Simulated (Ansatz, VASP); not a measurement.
## One calculation of InSe, two programs

```
In Se
1.0
     0.00000    2.53680    2.53680
     2.53680    0.00000    2.53680
     2.53680    2.53680    0.00000
In Se
1 1
Direct
  0.00000 0.00000 0.00000
  0.50000 0.50000 0.50000
```

Alike in both runs: task relaxation of cell and atoms; functional PBEsol; k mesh 6 × 6 × 6; occupations gaussian, width 0.1 eV; no spin polarisation.

|  | VASP | Ansatz |
| --- | --- | --- |
| version | VASP 6.6.1 | Ansatz 0.2.0 |
| potentials or method | VASP PAW PBE potentials, release 64 (In_d, Se), cutoff 500 eV | scalar-relativistic, plane waves, PAW |
| valence electrons in the cell | 19 | 29 |

|  | VASP | Ansatz | Ansatz less VASP |
| --- | --- | --- | --- |
| gap on the k mesh at the Fermi level, each at its own relaxed structure (eV) | none | none | - |
| relaxed volume (Å³/atom) | 24.60 | 24.60 | +0.002 |
| relaxed cell length with the largest relative difference (Å) | 4.113 | 4.113 | +0.0001 |

VASP's potentials were made for PBE, not for PBEsol. A gap of «none» marks a metal or a gap that the smearing closes. VASP's potentials hold 19 valence electrons a cell and Ansatz's 29, so a difference there can come from the potentials and not from the codes.

Noted on VASP's run: the volume moved by over 15 % at a fixed basis, so the end points are rough.
